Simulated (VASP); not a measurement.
# NaCl (Pm-3m) in VASP: notebook, part 2 of 2

VASP 6.6.1. The steps go on from the part before.

## 3. Single point, PBEsol (volume scaled by 0.760)

The input, INCAR:

```
SYSTEM = NaCl
PREC     = Accurate       ! precision mode
ENCUT    = 520            ! plane-wave cutoff, eV
EDIFF    = 1E-6           ! SCF threshold, eV
ISMEAR   = 0              ! smearing method
SIGMA    = 0.05           ! smearing width, eV
LREAL    = .False.        ! projectors in reciprocal space
LASPH    = .True.         ! aspherical terms in the spheres
NELM     = 80             ! most SCF steps
ALGO     = Normal         ! electronic algorithm
ISIF     = 2              ! what is computed and relaxed
LWAVE    = .False.        ! write WAVECAR
LCHARG   = .False.        ! write CHGCAR
GGA      = PS             ! functional
NBANDS   = 14             ! bands
```

The input, KPOINTS:

```
regular mesh
0
Gamma
  8 8 8
  0 0 0
```

The input, POSCAR:

```
NaCl
1.0
    3.1452030378      0.0000000000      0.0000000000
    0.0000000000      3.1452030378      0.0000000000
    0.0000000000      0.0000000000      3.1452030378
Na Cl
1 1
Direct
    0.0000000000      0.0000000000      0.0000000000
    0.5000000000      0.5000000000      0.5000000000
```

Potentials or basis: VASP PAW PBE potentials, release 64 (Na_pv, Cl).

On the command line:

```
> cat potpaw_PBE.64/Na_pv/POTCAR potpaw_PBE.64/Cl/POTCAR > POTCAR
> mpirun -np 1 vasp_std > vasp.out
```

OUTCAR:

```text
SYSTEM = NaCl
   PREC = Accurate
   ENCUT = 520
   EDIFF = 1E-6
   ISMEAR = 0
   LREAL = .False.
   LASPH = .True.
   NELM = 80
   ISIF = 2
   GGA = PS

 ion  position               nearest neighbor table
   1  0.000  0.000  0.000-   2 2.72   2 2.72   2 2.72   2 2.72   2 2.72   2 2.72   2 2.72   2 2.72

   2  0.500  0.500  0.500-   1 2.72   1 2.72   1 2.72   1 2.72   1 2.72   1 2.72   1 2.72   1 2.72

  LATTYP: Found a simple cubic cell.
 ALAT       =     3.1452030378

  Lattice vectors:

 A1 = (   3.1452030378,   0.0000000000,   0.0000000000)
[... 596 lines left out ...]

  FORCE on cell =-STRESS in cart. coord.  units (eV):
  Direction    XX          YY          ZZ          XY          YZ          ZX
  --------------------------------------------------------------------------------------
  -------------------------------------------------------------------------------------
  Total        2.9420662      2.9420662      2.9420662      0.0000000      0.0000000      0.0000000
  in kB      151.5015098    151.5015098    151.5015098      0.0000000      0.0000000      0.0000000
  external PRESSURE =     151.5015098 kB  Pullay stress =       0.0000000 kB

 VOLUME and BASIS-vectors are now :
 -----------------------------------------------------------------------------
  energy-cutoff  :      520.00
  volume of cell :       31.11
      direct lattice vectors                 reciprocal lattice vectors
     3.145203038  0.000000000  0.000000000     0.317944498  0.000000000  0.000000000
     0.000000000  3.145203038  0.000000000     0.000000000  0.317944498  0.000000000
     0.000000000  0.000000000  3.145203038     0.000000000  0.000000000  0.317944498

 POSITION                                       TOTAL-FORCE (eV/Angst)
 -----------------------------------------------------------------------------------
      0.00000      0.00000      0.00000         0.000000      0.000000      0.000000
      1.57260      1.57260      1.57260         0.000000      0.000000      0.000000
 -----------------------------------------------------------------------------------
    total drift:                                0.000000     -0.000000     -0.000000

  FREE ENERGIE OF THE ION-ELECTRON SYSTEM (eV)
  ---------------------------------------------------
  free  energy   TOTEN  =        -6.3687574670 eV

  energy  without entropy=       -6.3687574670  energy(sigma->0) =       -6.36875747
```

OSZICAR:

```text
N       E                     dE             d eps       ncg     rms          rms(c)
DAV:   1     0.100955467805E+03    0.10096E+03   -0.72192E+03   992   0.111E+03
DAV:   2     0.346157251454E+00   -0.10061E+03   -0.91539E+02  1070   0.295E+02
DAV:   3    -0.647695274420E+01   -0.68231E+01   -0.67825E+01  1292   0.700E+01
DAV:   4    -0.656445257876E+01   -0.87500E-01   -0.87480E-01  1106   0.811E+00
DAV:   5    -0.656595862719E+01   -0.15060E-02   -0.15060E-02  1316   0.113E+00    0.331E+00
DAV:   6    -0.639836466960E+01    0.16759E+00   -0.18251E-01  1294   0.441E+00    0.218E+00
DAV:   7    -0.637019906226E+01    0.28166E-01   -0.78538E-02  1460   0.246E+00    0.120E+00
DAV:   8    -0.636897589464E+01    0.12232E-02   -0.71455E-03  1124   0.894E-01    0.413E-01
DAV:   9    -0.636875320097E+01    0.22269E-03   -0.37158E-04  1208   0.194E-01    0.133E-01
DAV:  10    -0.636875817128E+01   -0.49703E-05   -0.74859E-05  1246   0.914E-02    0.522E-03
DAV:  11    -0.636875746698E+01    0.70430E-06   -0.51204E-06  1264   0.246E-02
   1 F= -.63687575E+01 E0= -.63687575E+01  d E =-.511221E-18
```

stdout:

```text
POSCAR found type information on POSCAR NaCl
 POSCAR found :  2 types and       2 ions
 scaLAPACK will be used
 -----------------------------------------------------------------------------
|                                                                             |
|                                                                             |
|     You enforced a specific xc type in the INCAR file but a different       |
|     I HOPE YOU KNOW WHAT YOU ARE DOING!                                     |
|                                                                             |
 -----------------------------------------------------------------------------

 LDA part: xc-table for (Slater+PW92), standard interpolation
 POSCAR, INCAR and KPOINTS ok, starting setup
 FFT: planning ... GRIDC
 FFT: planning ... GRID_SOFT
 FFT: planning ... GRID
 WAVECAR not read
 entering main loop
```

Run time: 4.4 s. Hardware: 1 thread of Intel Xeon 6975P-C (Granite Rapids), shared host; peak memory 0.13 GiB.

What came out:

| Quantity | Value |
| --- | --- |
| Free energy | -6.3688 eV |
| Pressure | 15.2 GPa |
| Band gap on the k mesh | 5.07 eV, direct |

Levels at points of the mesh, in eV from the valence-band top:
```tsv
k point	band 5	band 6	band 7	band 8	band 9	band 10
(0.00, 0.00, 0.00)	-0.84	-0.84	-0.84	5.19	7.75	7.75
(0.50, 0.00, 0.00)	-4.78	-0.47	-0.47	7.85	10.02	10.92
(0.50, 0.50, 0.00)	-3.70	-3.70	0.00	5.07	10.30	12.84
(0.50, 0.50, 0.50)	-3.14	-3.14	-3.14	6.74	6.74	6.74
```

Caveat: the PAW data sets were made with another functional, which shifts forces and pressure a little.

## 4. Single point, PBEsol (volume scaled by 0.800)

The input, INCAR:

```
SYSTEM = NaCl
ALGO = Normal
EDIFF = 1E-7
ENCUT = 520
GGA = PS
ISIF = 2
ISMEAR = 0
LASPH = .True.
LCHARG = .False.
LREAL = .False.
LWAVE = .False.
NBANDS = 14
NELM = 60
PREC = Accurate
SIGMA = 0.05
```

The input, KPOINTS:

```
k-points
0
Gamma
  8 8 8
  0 0 0
```

The input, POSCAR:

```
NaCl
1.0
    3.1994413351      0.0000000000      0.0000000000
    0.0000000000      3.1994413351      0.0000000000
    0.0000000000      0.0000000000      3.1994413351
Na Cl
1 1
Direct
    0.0000000000      0.0000000000      0.0000000000
    0.5000000000      0.5000000000      0.5000000000
```

On the command line:

```
> cat potpaw_PBE.64/Na_pv/POTCAR potpaw_PBE.64/Cl/POTCAR > POTCAR
> mpirun -np 1 vasp_std > vasp.out
```

Wall time 5 s (1 thread of Intel Xeon 6975P-C (Granite Rapids), shared host); peak memory 0.13 GiB.

The run converged. Its results:

| Item | Value |
| --- | --- |
| Free energy | -6.5017 eV |
| Pressure | 10.9 GPa |
| Band gap on the k mesh | 4.92 eV, indirect (least direct gap 5.17 eV) |

Levels at points of the mesh, in eV from the valence-band top:
```
           k point  band 3  band 4  band 5  band 6  band 7  band 8  band 9  band 10  band 11  band 12
(0.00, 0.00, 0.00)  -21.84  -14.58   -0.77   -0.77   -0.77    4.92    7.90     7.90    16.84    16.84
(0.50, 0.00, 0.00)  -21.82  -13.83   -4.45   -0.43   -0.43    7.66   10.12    10.49    12.32    12.32
(0.50, 0.50, 0.00)  -21.81  -13.35   -3.44   -3.44    0.00    5.17   10.23    12.76    12.76    12.82
(0.50, 0.50, 0.50)  -21.90  -12.80   -2.90   -2.90   -2.90    6.80    6.80     6.80    13.85    18.59
```

Caveat: the PAW data sets were made with another functional, which shifts forces and pressure a little.

## 5. Summary

```tsv
cell	gap on the mesh (eV)	pressure (GPa)
a = 3.089 Å, 2 atoms	4.95	20.6
a = 3.145 Å, 2 atoms	5.07	15.2
a = 3.199 Å, 2 atoms	4.92	10.9
```

Alike in all rows: task single point; level PBEsol; potentials or basis VASP PAW PBE potentials, release 64 (Na_pv, Cl); no spin polarisation; k mesh 8 × 8 × 8; cutoff (eV) 520; smearing gaussian 0.05 eV.

Caveats: the PAW data sets were made with another functional, which shifts forces and pressure a little.

Absolute energies hang on the potentials; compare differences alone.
